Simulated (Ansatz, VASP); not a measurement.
One calculation of SiC, two programs

```xyz
12
Lattice="3.1256 0.0000 0.0000 -1.5628 2.7069 0.0000 0.0000 0.0000 15.3202" Properties=species:S:1:pos:R:3 pbc="T T T"
Si    0.0000    0.0000    1.9158
Si    0.0000    0.0000    9.5759
Si    0.0000    1.8046    4.4708
Si    1.5628    0.9023   12.1309
Si    0.0000    1.8046   14.6816
Si    1.5628    0.9023    7.0215
C     0.0000    0.0000   -0.0050
C     0.0000    0.0000    7.6551
C     0.0000    1.8046    2.5559
C     1.5628    0.9023   10.2160
C     0.0000    1.8046   12.7664
C     1.5628    0.9023    5.1063
```

Change from the starting cell: volume scaled by 1.03, ions relaxed.

Alike in both runs: task relaxation of the atoms; functional PBE; k mesh 10 × 10 × 2; occupations fermi-dirac, width 0.02 eV; no spin polarisation.

|  | VASP | Ansatz |
| --- | --- | --- |
| version | VASP 6.6.1 | Ansatz 0.2.0 |
| potentials or method | VASP PAW PBE potentials, release 64 (Si, C) | plane-wave PAW, scalar-relativistic |
| plane-wave cutoff (eV) | 520 | 420 |
| valence electrons in the cell | 48 | 48 |

```tsv
	VASP	Ansatz	Ansatz less VASP
gap on the k mesh at the Fermi level, each at its own relaxed structure (eV)	2.04	2.04	+0.001
```

Ansatz's warnings: stress scf threshold loose.

Noted on VASP's run: the relaxation stopped at its first step, so nothing moved.
